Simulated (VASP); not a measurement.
# Fe (Im-3m) in VASP: notebook

Runs on Fe. Level: PBE. Tasks: single point.

Program: VASP 6.6.1. These are calculated values, not measurements. Logs are shortened: lines on timing, memory, paths and dates and some standing lists are left out, and cuts for length are marked.

### Step 1. The cell of the first run

It takes space group Im-3m (No. 229, cubic). The conventional cell has a = 2.762 Å, b = 2.762 Å, c = 2.762 Å, α = 90.00°, β = 90.00°, γ = 90.00°. Fe (site symmetry m-3m) has 14 Fe at 2.39 to 2.76 Å within 3.2 Å.

### Step 2. Single point, PBE

INCAR

```
PREC = Accurate
ENCUT = 520
EDIFF = 1E-7
ISMEAR = -1
SIGMA = 0.1
LREAL = False
LASPH = True
NELM = 100
ALGO = Normal
ISIF = 2
LWAVE = False
LCHARG = True
GGA = PE
LELF = True
LVHAR = True
NBANDS = 10
```

KPOINTS

```
Automatic mesh
0
Gamma
  26 26 26
```

POSCAR

```
Fe
1.0
   -1.3807996972      1.3807996972      1.3807996972
    1.3807996972     -1.3807996972      1.3807996972
    1.3807996972      1.3807996972     -1.3807996972
Fe
1
Direct
    0.0000000000      0.0000000000      0.0000000000
```

Potentials or basis: VASP PAW PBE potentials, release 64 (Fe).

Started as:

```sh
$ cat potpaw_PBE.64/Fe/POTCAR > POTCAR
$ mpirun -np 1 vasp_std > vasp.out
```

OUTCAR:

```text
PREC = Accurate
   ENCUT = 520
   EDIFF = 1E-7
   ISMEAR = -1
   LREAL = False
   LASPH = True
   NELM = 100
   ISIF = 2
   GGA = PE

 ion  position               nearest neighbor table
   1  0.000  0.000  0.000-

  LATTYP: Found a body centered cubic cell.
 ALAT       =     2.7615993944

  Lattice vectors:

 A1 = (  -1.3807996972,   1.3807996972,   1.3807996972)
 A2 = (   1.3807996972,  -1.3807996972,   1.3807996972)
 A3 = (   1.3807996972,   1.3807996972,  -1.3807996972)

Analysis of symmetry for initial positions (statically):
=====================================================================
 Subroutine PRICEL returns:
 Original cell was already a primitive cell.

 Routine SETGRP: Setting up the symmetry group for a
 body centered cubic supercell.

 Subroutine GETGRP returns: Found 48 space group operations
 (whereof 48 operations were pure point group operations)
 out of a pool of 48 trial point group operations.

The static configuration has the point symmetry O_h .

Analysis of symmetry for dynamics (positions and initial velocities):
=====================================================================
 Subroutine PRICEL returns:
 Original cell was already a primitive cell.

 Routine SETGRP: Setting up the symmetry group for a
 body centered cubic supercell.

 Subroutine GETGRP returns: Found 48 space group operations
 (whereof 48 operations were pure point group operations)
 out of a pool of 48 trial point group operations.

The dynamic configuration has the point symmetry O_h .

 Subroutine INISYM returns: Found 48 space group operations
 (whereof 48 operations are pure point group operations),
 and found     1 'primitive' translations

----------------------------------------------------------------------------------------

                                     Primitive cell

  volume of cell :      10.5306

  direct lattice vectors                    reciprocal lattice vectors
    -1.380799697  1.380799697  1.380799697     0.000000000  0.362109002  0.362109002
     1.380799697 -1.380799697  1.380799697     0.362109002  0.000000000  0.362109002
     1.380799697  1.380799697 -1.380799697     0.362109002  0.362109002  0.000000000

  length of vectors
     2.391615231  2.391615231  2.391615231     0.512099461  0.512099461  0.512099461

  position of ions in fractional coordinates (direct lattice)
     0.000000000  0.000000000  0.000000000

  ion indices of the primitive-cell ions
   primitive index   ion index
                 1           1

----------------------------------------------------------------------------------------

 KPOINTS: Automatic mesh

Automatic generation of k-mesh.
 Grid dimensions read from file:
 generate k-points for:   26   26   26

 Generating k-lattice:

  Cartesian coordinates                     Fractional coordinates (reciprocal lattice)
     0.000000000  0.013927269  0.013927269     0.038461538  0.000000000  0.000000000
     0.013927269  0.000000000  0.013927269     0.000000000  0.038461538  0.000000000
     0.013927269  0.013927269  0.000000000     0.000000000  0.000000000  0.038461538

  Length of vectors
     0.019696133  0.019696133  0.019696133

  Shift w.r.t. Gamma in fractional coordinates (k-lattice)
     0.000000000  0.000000000  0.000000000

 Subroutine IBZKPT returns following result:
 ===========================================

 Found    511 irreducible k-points:

 Following reciprocal coordinates:
            Coordinates               Weight
  0.000000  0.000000  0.000000      1.000000
  0.038462  0.000000  0.000000     12.000000
  0.076923  0.000000  0.000000     12.000000
  0.115385  0.000000  0.000000     12.000000
  0.153846  0.000000  0.000000     12.000000
  0.192308  0.000000  0.000000     12.000000
[... 16 lines left out ...]
  0.346154  0.038462  0.000000     48.000000
  0.384615  0.038462  0.000000     48.000000
 [... further k-points ...]
   k-points           NKPTS =    511   k-points in BZ     NKDIM =    511   number of bands    NBANDS=     10
   number of dos      NEDOS =    301   number of ions     NIONS =      1
   total plane-waves  NPLWV =   5832
   dimension x,y,z NGX =    18 NGY =   18 NGZ =   18
   dimension x,y,z NGXF=    36 NGYF=   36 NGZF=   36
   ions per type =               1
   NGX,Y,Z   is equivalent  to a cutoff of  12.51, 12.51, 12.51 a.u.
   NGXF,Y,Z  is equivalent  to a cutoff of  25.02, 25.02, 25.02 a.u.
 SYSTEM =  unknown system
   PREC   = accura    normal or accurate (medium, high low for compatibility)
   ISTART =      0    job   : 0-new  1-cont  2-samecut
   ICHARG =      2    charge: 1-file 2-atom 10-const
   ISPIN  =      1    spin polarized calculation?
   LNONCOLLINEAR =      F non collinear calculations
   LSORBIT =      F    spin-orbit coupling
   LASPH  =      T    aspherical Exc in radial PAW
   ENCUT  =  520.0 eV  38.22 Ry    6.18 a.u.   4.45  4.45  4.45*2*pi/ulx,y,z
   NELM   =    100;   NELMIN=  2; NELMDL= -5     # of ELM steps
   EDIFF  = 0.1E-06   stopping-criterion for ELM
   LREAL  =      F    real-space projection
   EDIFFG = 0.1E-05   stopping-criterion for IOM
   NSW    =      0    number of steps for IOM
   IBRION =     -1    ionic relax: 0-MD 1-quasi-New 2-CG
   NFREE  =      0    steps in history (QN), initial steepest desc. (CG)
   ISIF   =      2    stress and relaxation
   ISYM   =      2    0-nonsym 1-usesym 2-fastsym
   POTIM  = 0.5000    time-step for ionic-motion
   TEBEG  =    0.0;   TEEND  =   0.0 temperature during run
   PSTRESS=    0.0 pullay stress
   NELECT =       8.0000    total number of electrons
   NUPDOWN=      -1.0000    fix difference up-down
   EMIN   =  10.00;   EMAX   =-10.00  energy-range for DOS
   EFERMI =   0.00;   METHOD = LEGACY
   ISMEAR =    -1;   SIGMA  =   0.10  broadening in eV -4-tet -1-fermi 0-gaus
   EFERMI_NEDOS =   21; number of points for ismear=-14 and -15
   IALGO  =     38    algorithm
   IMIX   =      4    mixing-type and parameters
     AMIX     =   0.40;   BMIX     =  1.00
     AMIX_MAG =   1.60;   BMIX_MAG =  1.00
  volume/ion in A,a.u.               =      10.53        71.06
  Fermi-wavevector in a.u.,A,eV,Ry     =   1.493783  2.822840 30.359868  2.231387
  Thomas-Fermi vector in A             =   2.606139
   LORBIT       =      0    0 simple, 1 ext, 2 COOP (PROOUT), +10 PAW based schemes
   GGA     = PE    functional components
   LHFCALC =     F    Hartree Fock is set to
   AEXX    =    0.0000 exact exchange contribution
   IVDW    =     0    specifies the selected vdW correction
   LEPSILON=     F    determine dielectric tensor
   LRPA    =     F    only Hartree local field effects (RPA)
 non-spin polarized calculation
  energy-cutoff  :      520.00
  volume of cell :       10.53
 maximum number of plane-waves:       321
 NGX is ok and might be reduce to    18
   NGX =  9   NGY =  9   NGZ =  9

 number of electron       7.9999996 magnetization

 Free energy of the ion-electron system (eV)
  ---------------------------------------------------
  ext. energy  EPLUGINS =         0.00000000
  ---------------------------------------------------
  free energy    TOTEN  =        -7.81799237 eV

  energy without entropy =       -7.71094435  energy(sigma->0) =       -7.76446836

 E-fermi :   6.6903     XC(G=0): -13.5952

 val. band max:        6.6900937488   @ k =  -0.3077   0.3077   0.2692
 cond. band min:       6.6909686628   @ k =   0.2692   0.2692   0.0385
 fundamental gap:      0.0008749140
 Fermi energy:         6.6902795495

 k-point     1 :       0.0000    0.0000    0.0000
  band No.  band energies     occupation
      1      -2.1789      2.00000
      2       4.9155      2.00000
      3       4.9155      2.00000
      4       4.9155      2.00000
      5       6.6495      1.20092
      6       6.6495      1.20092
      7      32.3095      0.00000
      8      32.3095      0.00000
      9      32.3095      0.00000
     10      38.0680      0.00000

 k-point     2 :       0.0385    0.0000    0.0000
  band No.  band energies     occupation
      1      -2.1134      2.00000
      2       4.8951      2.00000
      3       4.9135      2.00000
      4       4.9536      2.00000
      5       6.6274      1.30427
      6       6.6512      1.19317
      7      31.9222      0.00000
      8      32.2369      0.00000
      9      32.2865      0.00000
     10      37.8223      0.00000

 k-point     3 :       0.0769    0.0000    0.0000
  band No.  band energies     occupation
      1      -1.9188      2.00000
      2       4.8353      2.00000
      3       4.9046      2.00000
      4       5.0665      2.00000
      5       6.5676      1.54658
      6       6.6562      1.16898
      7      30.9195      0.00000
      8      31.9869      0.00000
      9      32.2223      0.00000
     10      37.4060      0.00000

 k-point     4 :       0.1154    0.0000    0.0000
  band No.  band energies     occupation
      1      -1.6010      2.00000
      2       4.7404      2.00000
      3       4.8816      2.00000
      4       5.2503      2.00000
      5       6.4883      1.76570
      6       6.6652      1.12473
      7      29.5440      0.00000
      8      31.5079      0.00000
      9      32.1294      0.00000
     10      37.2081      0.00000

 k-point     5 :       0.1538    0.0000    0.0000
  band No.  band energies     occupation
      1      -1.1715      2.00000
      2       4.6172      2.00000
      3       4.8368      2.00000
      4       5.4983      1.99999
      5       6.4151      1.87998
      6       6.6790      1.05618
      7      27.9484      0.00000
      8      30.8142      0.00000
      9      32.0223      0.00000
     10      35.7805      0.00000

 k-point     6 :       0.1923    0.0000    0.0000
  band No.  band energies     occupation
      1      -0.6488      2.00000
      2       4.4740      2.00000
      3       4.7722      2.00000
      4       5.8010      1.99973
      5       6.3714      1.92085
      6       6.6982      0.96021
      7      26.2272      0.00000
      8      29.9918      0.00000
      9      31.9133      0.00000
     10      34.4661      0.00000
[... 183 lines left out ...]
 k-point    21 :       0.2692    0.0385    0.0000
  band No.  band energies     occupation
      1       0.8547      2.00000
      2       4.0917      2.00000
      3       4.7042      2.00000
      4       6.4045      1.89148
      5       6.7558      0.68375
      6       6.7985      0.50628
      7      21.8064      0.00000
      8      27.6044      0.00000
      9      30.8790      0.00000
     10      32.2393      0.00000

 k-point    22 :       0.3077    0.0385   -0.0000
  band No.  band energies     occupation
      1       1.3247      2.00000
      2       3.9515      2.00000
      3       4.9161      2.00000
      4       6.4729      1.79572
      5       6.8278      0.40340
      6       7.1472      0.02053
      7      20.0969      0.00000
      8      26.9349      0.00000
      9      30.0450      0.00000
     10      32.0527      0.00000

 k-point    23 :       0.3462    0.0385    0.0000
  band No.  band energies     occupation
      1       1.6281      2.00000
      2       3.8304      2.00000
      3       5.3306      2.00000
      4       6.5477      1.61257
      5       6.8727      0.27781
      6       7.5105      0.00055
      7      18.4981      0.00000
      8      26.3706      0.00000
      9      29.2913      0.00000
     10      31.9410      0.00000

 k-point    24 :       0.3846    0.0385    0.0000
  band No.  band energies     occupation
      1       1.7771      2.00000
      2       3.7343      2.00000
      3       5.8657      1.99948
      4       6.6143      1.36247
      5       6.9408      0.15096
      6       7.8359      0.00002
      7      17.0810      0.00000
      8      25.9310      0.00000
      9      28.6825      0.00000
     10      31.8680      0.00000

 [... further k-points ...]

------------------------ aborting loop because EDIFF is reached ----------------------------------------

  FORCE on cell =-STRESS in cart. coord.  units (eV):
  Direction    XX          YY          ZZ          XY          YZ          ZX
  --------------------------------------------------------------------------------------
  -------------------------------------------------------------------------------------
  Total       -0.0281360     -0.0281360     -0.0281360      0.0000000     -0.0000000      0.0000000
  in kB       -4.2807585     -4.2807585     -4.2807585      0.0000000     -0.0000000      0.0000000
  external PRESSURE =      -4.2807585 kB  Pullay stress =       0.0000000 kB

 VOLUME and BASIS-vectors are now :
 -----------------------------------------------------------------------------
  energy-cutoff  :      520.00
  volume of cell :       10.53
      direct lattice vectors                 reciprocal lattice vectors
    -1.380799697  1.380799697  1.380799697     0.000000000  0.362109002  0.362109002
     1.380799697 -1.380799697  1.380799697     0.362109002  0.000000000  0.362109002
     1.380799697  1.380799697 -1.380799697     0.362109002  0.362109002  0.000000000

 POSITION                                       TOTAL-FORCE (eV/Angst)
 -----------------------------------------------------------------------------------
      0.00000      0.00000      0.00000        -0.000000      0.000000      0.000000
 -----------------------------------------------------------------------------------
    total drift:                                0.000000      0.000000      0.000000

  FREE ENERGIE OF THE ION-ELECTRON SYSTEM (eV)
  ---------------------------------------------------
  free  energy   TOTEN  =        -7.8179923683 eV

  energy  without entropy=       -7.7109443504  energy(sigma->0) =       -7.76446836
```

Run time: 44 s. Hardware: 1 thread of Intel Xeon 8259CL, shared host; peak memory 0.17 GiB.

Results:

| Property | Result |
| --- | --- |
| Free energy | -7.8180 eV |
| Pressure | -0.4 GPa |
| Band gap on the k mesh | zero (bands 4 and 5 overlap by 2.11 eV) |

Caveat: the run has no spin polarisation, though such a crystal can be magnetic.

### Step 3. Single point, PBE, collinear spin, ferromagnetic start

This run uses another cell than the first one, of 11.36 Å³/atom.

INCAR

```
  PREC = Accurate
  ENCUT = 520
  EDIFF = 1E-6
  ISMEAR = -1
  SIGMA = 0.05
  LREAL = F
  LASPH = T
  NELM = 150
  ALGO = Normal
  ISIF = 2
  LWAVE = F
  LCHARG = F
  ISPIN = 2
  MAGMOM = 2.208
  LORBIT = 11
  LMAXMIX = 4
  GGA = PE
  NBANDS = 14
```

KPOINTS

```
Automatic mesh
0
Gamma
  16 16 16
```

POSCAR

```
Fe
1.0
   -1.4163059769      1.4163059769      1.4163059769
    1.4163059769     -1.4163059769      1.4163059769
    1.4163059769      1.4163059769     -1.4163059769
Fe
1
Direct
    0.0000000000      0.0000000000      0.0000000000
```

Potentials or basis: VASP PAW PBE potentials, release 64 (Fe).

Started as:

```sh
$ cat potpaw_PBE.64/Fe/POTCAR > POTCAR
$ mpirun -np 1 vasp_std > vasp.out
```

Run time: 40 s. Hardware: 1 thread of Intel Xeon 8259CL, shared host; peak memory 0.15 GiB.

It converged, with:

```
Free energy                                           : -8.2449 eV
Pressure                                              : 0.1 GPa
Net moment                                            : 2.20 μB per cell
Site moments                                          : Fe +2.20 μB
Valence electrons inside the program's atomic spheres : Fe 7.27
```

Levels at points of the mesh, in eV from the Fermi level:
Spin up:
```
           k point  band 2  band 3  band 4  band 5  band 6  band 7  band 8  band 9
(0.00, 0.00, 0.00)   -2.31   -2.31   -2.31   -1.10   -1.10   25.01   25.01   25.01
(0.50, 0.00, 0.00)   -3.39   -1.03   -0.91    0.38    0.51    7.35   18.36   20.21
(0.50, 0.50, 0.50)   -4.85    0.11    0.11    0.11    9.93    9.93    9.93   15.64
```
Spin down:
```
           k point  band 1  band 2  band 3  band 4  band 5  band 6
(0.00, 0.00, 0.00)   -8.27   -0.39   -0.39   -0.39    1.66    1.66
(0.50, 0.00, 0.00)   -3.64   -1.67    0.62    1.52    1.92    2.61
(0.50, 0.50, 0.50)   -3.02   -3.02    2.31    2.31    2.31   10.20
```
